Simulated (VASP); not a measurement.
# GaAs (F-43m) in VASP: further runs

The runs below take GaAs through single point, with PBE.

Everything below comes from runs of VASP 6.6.1. Logs are shortened: lines on timing, memory, paths and dates and some standing lists are left out, and cuts for length are marked.

## (1) The cell of the first run

It takes space group F-43m (No. 216, cubic). The conventional cell has a = 5.613 Å, b = 5.613 Å, c = 5.613 Å, α = 90.00°, β = 90.00°, γ = 90.00°. Ga (site symmetry -43m) has 4 As at 2.43 Å within 3.2 Å. Within 3.2 Å of As (site symmetry -43m) lie 4 Ga at 2.43 Å.

## (2) Single point, PBE

The input, INCAR:

```
ALGO     = Normal         # electronic algorithm
EDIFF    = 1E-7           # SCF threshold, eV
ENCUT    = 520            # plane-wave cutoff, eV
GGA      = PE             # functional
ISIF     = 2              # what is computed and relaxed
ISMEAR   = 0              # smearing method
LASPH    = True           # aspherical terms in the spheres
LCHARG   = True           # write CHGCAR
LELF     = True           # ELF
LREAL    = False          # projectors in reciprocal space
LVHAR    = True         
LWAVE    = False          # write WAVECAR
NBANDS   = 16             # bands
NELM     = 100            # most SCF steps
PREC     = Accurate       # precision mode
SIGMA    = 0.01           # smearing width, eV
```

The input, KPOINTS:

```
k-points
0
Gamma
  10 10 10
```

The input, POSCAR:

```
GaAs
1.0
    0.0000000000      2.8064031974      2.8064031974
    2.8064031974      0.0000000000      2.8064031974
    2.8064031974      2.8064031974      0.0000000000
Ga As
1 1
Direct
    0.0000000000      0.0000000000      0.0000000000
    0.2500000000      0.2500000000      0.2500000000
```

Potentials or basis: VASP PAW PBE potentials, release 64 (Ga_d, As).

Launch:

```
> cat potpaw_PBE.64/Ga_d/POTCAR potpaw_PBE.64/As/POTCAR > POTCAR
> mpirun -np 1 vasp_std > vasp.out
```

OUTCAR:

```text
EDIFF = 1E-7
   ENCUT = 520
   GGA = PE
   ISIF = 2
   ISMEAR = 0
   LASPH = True
   LREAL = False
   NELM = 100
   PREC = Accurate

 ion  position               nearest neighbor table
   1  0.000  0.000  0.000-   2 2.43   2 2.43   2 2.43   2 2.43
   2  0.250  0.250  0.250-   1 2.43   1 2.43   1 2.43   1 2.43

  LATTYP: Found a face centered cubic cell.
 ALAT       =     5.6128063948

  Lattice vectors:

 A1 = (   0.0000000000,   2.8064031974,   2.8064031974)
 A2 = (   2.8064031974,   0.0000000000,   2.8064031974)
 A3 = (   2.8064031974,   2.8064031974,   0.0000000000)

Analysis of symmetry for initial positions (statically):
[... 5 lines left out ...]
 face centered cubic supercell.

 Subroutine GETGRP returns: Found 24 space group operations
 (whereof 24 operations were pure point group operations)
 out of a pool of 48 trial point group operations.

The static configuration has the point symmetry T_d .

Analysis of symmetry for dynamics (positions and initial velocities):
[... 5 lines left out ...]
 face centered cubic supercell.

 Subroutine GETGRP returns: Found 24 space group operations
 (whereof 24 operations were pure point group operations)
 out of a pool of 48 trial point group operations.

The dynamic configuration has the point symmetry T_d .

 Subroutine INISYM returns: Found 24 space group operations
 (whereof 24 operations are pure point group operations),
 and found     1 'primitive' translations

----------------------------------------------------------------------------------------

                                     Primitive cell

  volume of cell :      44.2059

  direct lattice vectors                    reciprocal lattice vectors
     0.000000000  2.806403197  2.806403197    -0.178163993  0.178163993  0.178163993
     2.806403197  0.000000000  2.806403197     0.178163993 -0.178163993  0.178163993
     2.806403197  2.806403197  0.000000000     0.178163993  0.178163993 -0.178163993

  length of vectors
     3.968853463  3.968853463  3.968853463     0.308589088  0.308589088  0.308589088

  position of ions in fractional coordinates (direct lattice)
     0.000000000  0.000000000  0.000000000
     0.250000000  0.250000000  0.250000000

  ion indices of the primitive-cell ions
   primitive index   ion index
                 1           1
                 2           2

----------------------------------------------------------------------------------------

 KPOINTS: k-points

Automatic generation of k-mesh.
 Grid dimensions read from file:
 generate k-points for:   10   10   10

[... 56 lines left out ...]
   ICHARG =      2    charge: 1-file 2-atom 10-const
   ISPIN  =      1    spin polarized calculation?
   LNONCOLLINEAR =      F non collinear calculations
   LSORBIT =      F    spin-orbit coupling
   LASPH  =      T    aspherical Exc in radial PAW
   ENCUT  =  520.0 eV  38.22 Ry    6.18 a.u.   7.38  7.38  7.38*2*pi/ulx,y,z
   NELM   =    100;   NELMIN=  2; NELMDL= -5     # of ELM steps
   EDIFF  = 0.1E-06   stopping-criterion for ELM
   LREAL  =      F    real-space projection
   EDIFFG = 0.1E-05   stopping-criterion for IOM
   NSW    =      0    number of steps for IOM
   IBRION =     -1    ionic relax: 0-MD 1-quasi-New 2-CG
   NFREE  =      0    steps in history (QN), initial steepest desc. (CG)
   ISIF   =      2    stress and relaxation
   ISYM   =      2    0-nonsym 1-usesym 2-fastsym
   POTIM  = 0.5000    time-step for ionic-motion
   TEBEG  =    0.0;   TEEND  =   0.0 temperature during run
   PSTRESS=    0.0 pullay stress
   NELECT =      18.0000    total number of electrons
   NUPDOWN=      -1.0000    fix difference up-down
   EMIN   =  10.00;   EMAX   =-10.00  energy-range for DOS
   EFERMI =   0.00;   METHOD = LEGACY
   ISMEAR =     0;   SIGMA  =   0.01  broadening in eV -4-tet -1-fermi 0-gaus
   EFERMI_NEDOS =   21; number of points for ismear=-14 and -15
   IALGO  =     38    algorithm
   IMIX   =      4    mixing-type and parameters
     AMIX     =   0.40;   BMIX     =  1.00
     AMIX_MAG =   1.60;   BMIX_MAG =  1.00
  volume/ion in A,a.u.               =      22.10       149.16
  Fermi-wavevector in a.u.,A,eV,Ry     =   1.213404  2.293002 20.032544  1.472350
  Thomas-Fermi vector in A             =   2.348858
   LORBIT       =      0    0 simple, 1 ext, 2 COOP (PROOUT), +10 PAW based schemes
   GGA     = PE    functional components
   LHFCALC =     F    Hartree Fock is set to
   AEXX    =    0.0000 exact exchange contribution
   IVDW    =     0    specifies the selected vdW correction
   LEPSILON=     F    determine dielectric tensor
   LRPA    =     F    only Hartree local field effects (RPA)
 non-spin polarized calculation
 Gauss-broadening in eV      SIGMA  =   0.01
  energy-cutoff  :      520.00
  volume of cell :       44.21
 maximum number of plane-waves:      1243
 NGX is ok and might be reduce to    30
   NGX = 15   NGY = 15   NGZ = 15

 number of electron      18.0000011 magnetization

 Free energy of the ion-electron system (eV)
  ---------------------------------------------------
  ext. energy  EPLUGINS =         0.00000000
  ---------------------------------------------------
  free energy    TOTEN  =        -8.22451756 eV

  energy without entropy =       -8.22451756  energy(sigma->0) =       -8.22451756

 E-fermi :   4.2543     XC(G=0):  -9.6865

 val. band max:        4.1384564974   @ k =   0.0000   0.0000   0.0000
 cond. band min:       4.8247453325   @ k =   0.0000   0.0000   0.0000
 fundamental gap:      0.6862888351
 Fermi energy:         4.2543007457

 k-point     1 :       0.0000    0.0000    0.0000
  band No.  band energies     occupation
      1     -10.7089      2.00000
      2     -10.7089      2.00000
      3     -10.7089      2.00000
      4     -10.6241      2.00000
      5     -10.6241      2.00000
      6      -8.7460      2.00000
[... 433 lines left out ...]
      3     -10.6684      2.00000
      4     -10.6435      2.00000
      5     -10.6139      2.00000
      6      -6.9508      2.00000
[... 8 lines left out ...]
     15      16.4897      0.00000
     16      17.1456      0.00000

 [... further k-points ...]
[... 5 lines left out ...]
  --------------------------------------------------------------------------------------
  -------------------------------------------------------------------------------------
  Total        1.4427007      1.4427007      1.4427007      0.0000000      0.0000000      0.0000000
  in kB       52.2885552     52.2885552     52.2885552      0.0000000      0.0000000      0.0000000
  external PRESSURE =      52.2885552 kB  Pullay stress =       0.0000000 kB

 VOLUME and BASIS-vectors are now :
 -----------------------------------------------------------------------------
  energy-cutoff  :      520.00
  volume of cell :       44.21
      direct lattice vectors                 reciprocal lattice vectors
     0.000000000  2.806403197  2.806403197    -0.178163993  0.178163993  0.178163993
     2.806403197  0.000000000  2.806403197     0.178163993 -0.178163993  0.178163993
     2.806403197  2.806403197  0.000000000     0.178163993  0.178163993 -0.178163993

 POSITION                                       TOTAL-FORCE (eV/Angst)
 -----------------------------------------------------------------------------------
      0.00000      0.00000      0.00000        -0.000000      0.000000      0.000000
      1.40320      1.40320      1.40320         0.000000     -0.000000     -0.000000
 -----------------------------------------------------------------------------------
    total drift:                                0.000001      0.000001      0.000001

  FREE ENERGIE OF THE ION-ELECTRON SYSTEM (eV)
  ---------------------------------------------------
  free  energy   TOTEN  =        -8.2245175621 eV

  energy  without entropy=       -8.2245175621  energy(sigma->0) =       -8.22451756
```

OSZICAR:

```text
N       E                     dE             d eps       ncg     rms          rms(c)
DAV:   1     0.826104155271E+02    0.82610E+02   -0.89852E+03  1552   0.156E+03
DAV:   2    -0.193816928808E+01   -0.84549E+02   -0.80576E+02  1712   0.308E+02
DAV:   3    -0.829488637673E+01   -0.63567E+01   -0.63379E+01  1800   0.658E+01
DAV:   4    -0.838727924634E+01   -0.92393E-01   -0.92381E-01  1832   0.875E+00
DAV:   5    -0.838861579625E+01   -0.13365E-02   -0.13365E-02  1880   0.962E-01    0.297E+00
DAV:   6    -0.824435485986E+01    0.14426E+00   -0.21099E-01  2328   0.810E+00    0.180E+00
DAV:   7    -0.822321833906E+01    0.21137E-01   -0.66421E-02  1856   0.189E+00    0.564E-01
DAV:   8    -0.822401368525E+01   -0.79535E-03   -0.10461E-02  1816   0.116E+00    0.117E-01
DAV:   9    -0.822440450420E+01   -0.39082E-03   -0.94098E-04  1792   0.350E-01    0.491E-02
DAV:  10    -0.822446870982E+01   -0.64206E-04   -0.73063E-05  2064   0.943E-02    0.267E-02
DAV:  11    -0.822451704230E+01   -0.48332E-04   -0.67200E-05  1688   0.626E-02    0.285E-03
DAV:  12    -0.822451732030E+01   -0.27800E-06   -0.12016E-06  1944   0.160E-02    0.145E-03
DAV:  13    -0.822451757291E+01   -0.25262E-06   -0.49484E-07  1864   0.473E-03    0.676E-04
DAV:  14    -0.822451756213E+01    0.10777E-07   -0.64662E-09  1368   0.775E-04
   1 F= -.82245176E+01 E0= -.82245176E+01  d E =-.883372E-63
```

Wall time 52 s (1 thread of Intel Xeon 6975P-C, shared host); peak memory 0.19 GiB.

What came out:

```yaml
Free_energy: -8.2245 eV
Pressure: 5.2 GPa
Band_gap_on_the_k_mesh: 0.69 eV, direct
```

## (3) Single point, PBE

This run uses another cell than the first one, of 22.99 Å³/atom, 1.040 times its volume.

The input, INCAR:

```
  PREC = Accurate
  ENCUT = 520
  EDIFF = 1E-6
  ISMEAR = 0
  SIGMA = 0.01
  LREAL = F
  LASPH = T
  NELM = 100
  ALGO = Normal
  ISIF = 2
  LWAVE = F
  LCHARG = T
  GGA = PE
  LELF = T
  LVHAR = T
  NBANDS = 16
```

The input, KPOINTS:

```
regular mesh
0
Gamma
  10 10 10
```

The input, POSCAR:

```
GaAs
1.0
    0.0000000000      2.8434558355      2.8434558355
    2.8434558355      0.0000000000      2.8434558355
    2.8434558355      2.8434558355      0.0000000000
Ga As
1 1
Direct
    0.0000000000      0.0000000000      0.0000000000
    0.2500000000      0.2500000000      0.2500000000
```

Potentials or basis: VASP PAW PBE potentials, release 64 (Ga_d, As).

Launch:

```
> cat potpaw_PBE.64/Ga_d/POTCAR potpaw_PBE.64/As/POTCAR > POTCAR
> mpirun -np 1 vasp_std > vasp.out
```

OUTCAR:

```text
PREC = Accurate
   ENCUT = 520
   EDIFF = 1E-6
   ISMEAR = 0
   LREAL = F
   LASPH = T
   NELM = 100
   ISIF = 2
   GGA = PE

 ion  position               nearest neighbor table
   1  0.000  0.000  0.000-   2 2.46   2 2.46   2 2.46   2 2.46
   2  0.250  0.250  0.250-   1 2.46   1 2.46   1 2.46   1 2.46

  LATTYP: Found a face centered cubic cell.
 ALAT       =     5.6869116710

  Lattice vectors:

 A1 = (   0.0000000000,   2.8434558355,   2.8434558355)
 A2 = (   2.8434558355,   0.0000000000,   2.8434558355)
 A3 = (   2.8434558355,   2.8434558355,   0.0000000000)
[... 624 lines left out ...]
      3     -10.9727      2.00000
      4     -10.9495      2.00000
      5     -10.9241      2.00000
      6      -7.1448      2.00000
[... 8 lines left out ...]
     15      15.9574      0.00000
     16      16.4858      0.00000

 [... further k-points ...]
[... 5 lines left out ...]
  --------------------------------------------------------------------------------------
  -------------------------------------------------------------------------------------
  Total        0.6226727      0.6226727      0.6226727     -0.0000000      0.0000000     -0.0000000
  in kB       21.6970638     21.6970638     21.6970638     -0.0000000      0.0000000     -0.0000000
  external PRESSURE =      21.6970638 kB  Pullay stress =       0.0000000 kB

 VOLUME and BASIS-vectors are now :
 -----------------------------------------------------------------------------
  energy-cutoff  :      520.00
  volume of cell :       45.98
      direct lattice vectors                 reciprocal lattice vectors
     0.000000000  2.843455835  2.843455835    -0.175842365  0.175842365  0.175842365
     2.843455835  0.000000000  2.843455835     0.175842365 -0.175842365  0.175842365
     2.843455835  2.843455835  0.000000000     0.175842365  0.175842365 -0.175842365

 POSITION                                       TOTAL-FORCE (eV/Angst)
 -----------------------------------------------------------------------------------
      0.00000      0.00000      0.00000        -0.000000     -0.000000     -0.000000
      1.42173      1.42173      1.42173         0.000000      0.000000      0.000000
 -----------------------------------------------------------------------------------
    total drift:                                0.000002      0.000002      0.000002

  FREE ENERGIE OF THE ION-ELECTRON SYSTEM (eV)
  ---------------------------------------------------
  free  energy   TOTEN  =        -8.2649834971 eV

  energy  without entropy=       -8.2649834971  energy(sigma->0) =       -8.26498350
```

OSZICAR:

```text
N       E                     dE             d eps       ncg     rms          rms(c)
DAV:   1     0.852660486835E+02    0.85266E+02   -0.89448E+03  1568   0.153E+03
DAV:   2    -0.136223747664E+01   -0.86628E+02   -0.82095E+02  1736   0.322E+02
DAV:   3    -0.830511378932E+01   -0.69429E+01   -0.69202E+01  1824   0.679E+01
DAV:   4    -0.841937748714E+01   -0.11426E+00   -0.11425E+00  1856   0.965E+00
DAV:   5    -0.842090340689E+01   -0.15259E-02   -0.15259E-02  1896   0.101E+00    0.285E+00
DAV:   6    -0.828228144903E+01    0.13862E+00   -0.21073E-01  2312   0.777E+00    0.172E+00
DAV:   7    -0.826362582613E+01    0.18656E-01   -0.61072E-02  1832   0.176E+00    0.559E-01
DAV:   8    -0.826446944981E+01   -0.84362E-03   -0.10045E-02  1816   0.112E+00    0.103E-01
DAV:   9    -0.826486639436E+01   -0.39694E-03   -0.92920E-04  1848   0.361E-01    0.510E-02
DAV:  10    -0.826493214353E+01   -0.65749E-04   -0.69883E-05  2048   0.837E-02    0.277E-02
DAV:  11    -0.826498318618E+01   -0.51043E-04   -0.72080E-05  1696   0.628E-02    0.322E-03
DAV:  12    -0.826498349712E+01   -0.31094E-06   -0.10823E-06  1576   0.148E-02
   1 F= -.82649835E+01 E0= -.82649835E+01  d E =-.177847E-30
```

Run time: 35 s. Hardware: 1 thread of Intel Xeon 6975P-C, shared host; peak memory 0.19 GiB.

Results:

* Free energy: -8.2650 eV
* Pressure: 2.2 GPa
* Band gap on the k mesh: 0.39 eV, direct

## (4) Single point, PBE

This run uses another cell than the first one, of 22.99 Å³/atom, 1.040 times its volume.

The input, INCAR:

```
SYSTEM = GaAs
ALGO     = Normal         ! electronic algorithm
EDIFF    = 1E-6           ! SCF threshold, eV
ENCUT    = 520            ! plane-wave cutoff, eV
GGA      = PE             ! functional
ISIF     = 2              ! what is computed and relaxed
ISMEAR   = 0              ! smearing method
LASPH    = .True.         ! aspherical terms in the spheres
LCHARG   = .False.        ! write CHGCAR
LREAL    = .False.        ! projectors in reciprocal space
LWAVE    = .False.        ! write WAVECAR
NBANDS   = 16             ! bands
NELM     = 80             ! most SCF steps
PREC     = Accurate       ! precision mode
SIGMA    = 0.01           ! smearing width, eV
```

The input, KPOINTS:

```
k-points
0
Gamma
  10 10 10
  0 0 0
```

POSCAR is that of step 3.

Launch:

```
> cat potpaw_PBE.64/Ga_d/POTCAR potpaw_PBE.64/As/POTCAR > POTCAR
> mpirun -np 1 vasp_std > vasp.out
```

Run time: 35 s. Hardware: 1 thread of Intel Xeon 6975P-C, shared host; peak memory 0.19 GiB.

It converged, with:

| Quantity | Value |
| --- | --- |
| Free energy | -8.2650 eV |
| Pressure | 2.2 GPa |
| Band gap on the k mesh | 0.39 eV, direct |

Levels at points of the mesh, in eV from the valence-band top:
| k point | band 6 | band 7 | band 8 | band 9 | band 10 | band 11 | band 12 | band 13 |
| --- | --- | --- | --- | --- | --- | --- | --- | --- |
| (0.00, 0.00, 0.00) | -12.60 | 0.00 | 0.00 | 0.00 | 0.39 | 3.73 | 3.73 | 3.73 |
| (0.50, 0.00, 0.00) | -10.89 | -6.54 | -1.12 | -1.12 | 0.95 | 4.63 | 4.63 | 7.74 |
| (0.50, 0.50, 0.00) | -10.17 | -6.74 | -2.62 | -2.62 | 1.50 | 1.66 | 10.03 | 10.03 |

(Continued in part 2 of 2.)
